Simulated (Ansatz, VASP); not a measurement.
## Si4B: VASP beside Ansatz

```
Si B
1.0
     5.07092    0.00000    0.00000
    -2.53546    4.39154    0.00000
     0.00000    0.00000    3.87397
Si B
4 1
Cartesian
  2.5355 0.0000 0.0000
  -1.2677 2.1958 0.0000
  1.2677 2.1958 0.0000
  0.0000 0.0000 0.0000
  0.0000 0.0000 1.9370
```

Alike in both runs: functional PBE; k mesh 6 × 6 × 4; occupations gaussian, width 0.1 eV; no spin polarisation.

Ansatz relaxed the structure, and its values are those at the end. VASP's run is a single point on that final structure, the one shown.

|  | VASP | Ansatz |
| --- | --- | --- |
| version | VASP 6.6.1 | Ansatz 0.2.0 |
| potentials or method | VASP PAW PBE potentials, release 64 (Si, B), cutoff 520 eV | scalar-relativistic, plane waves, PAW |
| valence electrons in the cell | 19 | 19 |

Ansatz gave:

| Item | Value |
| --- | --- |
| gap on the k mesh at the Fermi level (eV) | none |
| pressure (GPa) | 0.2 |

Problem. Which values does VASP return?

Solution. gap on the k mesh at the Fermi level (eV): none; pressure (GPa): 0.1.

A gap of «none» marks a metal or a gap that the smearing closes.

The k mesh is coarse, so the values compare programs but aren't converged.
